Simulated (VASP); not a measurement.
Write the native input for VASP 6.6.1 that does the following.

```yaml
Task: single point
Functional: PBE
Potentials_or_basis: VASP PAW PBE potentials, release 64 (Ir)
Cutoff: 520 eV
k_mesh: 14 × 14 × 14
Occupations: fermi-dirac, width 0.08 eV
Spin: no spin polarisation
Dipole_correction: no
Further_INCAR_settings: ALGO = Normal; EDIFF = 1e-07; NBANDS = 16
```

The structure of Ir lies in POSCAR:

```
Ir
1.0
    0.0000000000      2.4887352396      2.4887352396
    2.4887352396      0.0000000000      2.4887352396
    2.4887352396      2.4887352396      0.0000000000
Ir
2
Direct
   -0.1250000000     -0.1250000000     -0.1250000000
    0.1250000000      0.1250000000      0.1250000000
```

One way to write it, as run:

INCAR

```
SYSTEM = Ir
PREC = Accurate
ENCUT = 520
EDIFF = 1E-7
ISMEAR = -1
SIGMA = 0.08
LREAL = .FALSE.
LASPH = .TRUE.
NELM = 80
ALGO = Normal
ISIF = 2
LWAVE = .FALSE.
LCHARG = .TRUE.
GGA = PE
LELF = .TRUE.
LVHAR = .TRUE.
NBANDS = 16
```

KPOINTS

```
Automatic mesh
0
G
  14 14 14
  0 0 0
```

Potentials or basis: VASP PAW PBE potentials, release 64 (Ir).

Launch:

```bash
$ cat potpaw_PBE.64/Ir/POTCAR > POTCAR
$ mpirun -np 1 vasp_std > vasp.out
```

Results of the run:

```
Pressure               : 132.0 GPa
Band gap on the k mesh : zero (band 9 reaches 11.74 eV, above the bottom of band 10 at 9.25 eV)
```

Caveat: spin-orbit coupling is left out, which moves the levels of the heavy elements.

It took 2 min on 1 thread of Intel Xeon 8259CL, with other jobs on the host, peak memory 0.19 GiB.
